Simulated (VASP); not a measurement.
A run of VASP 6.6.1 is set up as follows.

INCAR

```
PREC = Accurate
ENCUT = 600
EDIFF = 1E-6
ISMEAR = 0
SIGMA = 0.05
LREAL = F
LASPH = T
NELM = 200
ALGO = Normal
ISIF = 2
LWAVE = F
LCHARG = F
ISPIN = 2
MAGMOM = 2.76 0 0
LORBIT = 11
LMAXMIX = 4
GGA = PE
NBANDS = 24
GGA_COMPAT = F
```

KPOINTS

```
Automatic mesh
0
Gamma
  14 14 6
```

Contents of POSCAR:

```
MnO2
1.0
    2.8743238944      0.0000000000      0.0000000000
   -1.4371619472      2.4892375113      0.0000000000
    0.0000000000      0.0000000000      5.1557933692
Mn O
1 2
Direct
    0.0000000000      0.0000000000      0.0000000000
    0.3333333333      0.6666666667      0.1853237768
    0.6666666667      0.3333333333      0.8146762232
```

Potentials or basis: VASP PAW PBE potentials, release 64 (Mn_sv, O).

Run with:

```sh
$ cat potpaw_PBE.64/Mn_sv/POTCAR potpaw_PBE.64/O/POTCAR > POTCAR
$ mpirun -np 1 vasp_std > vasp.out
```

Q: Estimate the net moment.

A: 3.00 μB per cell.

Q: What does it give for the site moments?

A: Mn +2.74; O +0.04 μB.

Q: Predict the pressure.

A: -0.8 GPa.

Q: What does it give for the largest force?

A: 0.008 eV/Å.

Stress tensor (GPa, compression positive):
```
-0.67  0.00  0.00
 0.00 -0.67  0.00
 0.00  0.00 -0.94
```

Caveat: a cell with one magnetic atom can't hold antiferromagnetic order, which such compounds often take.
